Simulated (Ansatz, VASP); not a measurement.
**Two plane-wave programs on RbBr**

INCAR

```
SYSTEM = RbBr
PREC = Accurate
ENCUT = 500
EDIFF = 1E-6
ISMEAR = 0
SIGMA = 0.02
LREAL = .FALSE.
LASPH = .TRUE.
NELM = 120
ALGO = Normal
ISIF = 2
LWAVE = .FALSE.
LCHARG = .TRUE.
GGA = PE
LELF = .TRUE.
LVHAR = .TRUE.
NBANDS = 15
GGA_COMPAT = .FALSE.
```

Contents of KPOINTS:

```
Automatic mesh
0
G
  6 6 6
  0 0 0
```

File POSCAR:

```
RbBr
1.0
    0.0000000000      3.5774943324      3.5774943324
    3.5774943324      0.0000000000      3.5774943324
    3.5774943324      3.5774943324      0.0000000000
Rb Br
1 1
Direct
    0.0000000000      0.0000000000      0.0000000000
    0.5000000000      0.5000000000      0.5000000000
```

Input for Ansatz:

```yaml
crystal:
  lattice:
    - [0.0, 3.5774943324, 3.5774943324]
    - [3.5774943324, 0.0, 3.5774943324]
    - [3.5774943324, 3.5774943324, 0.0]
  atoms:
    - { symbol: Rb, position: [0.0, 0.0, 0.0] }
    - { symbol: Br, position: [0.5, 0.5, 0.5] }
kpoints:
  mp_grid: { grid: [6, 6, 6] }
hamiltonian:
  xc: pbe
scf:
  occupations: { method: gaussian, width: 0.02 }
  mixing: { algorithm: msr1, beta: 0.7, ndim: 2 }
output:
  forces: true
  eigenvalues: true
  stress: true
accuracy: medium
```

Alike in both runs: task single point; functional PBE; k mesh 6 × 6 × 6; occupations gaussian, width 0.02 eV; no spin polarisation.

|  | VASP | Ansatz |
| --- | --- | --- |
| version | VASP 6.6.1 | Ansatz 0.2.0 |
| potentials or method | VASP PAW PBE potentials, release 64 (Rb_sv, Br) | scalar-relativistic, plane waves, PAW |
| plane-wave cutoff (eV) | 500 | 420 |
| valence electrons in the cell | 16 | 16 |

|  | VASP | Ansatz | Ansatz less VASP |
| --- | --- | --- | --- |
| gap on the k mesh at the Fermi level (eV) | 4.06 | 4.06 | +0.002 |
| pressure (GPa) | -0.6 | -0.6 | -0.01 |

The functional is the same, so the differences come from potentials, cutoffs and numerics.
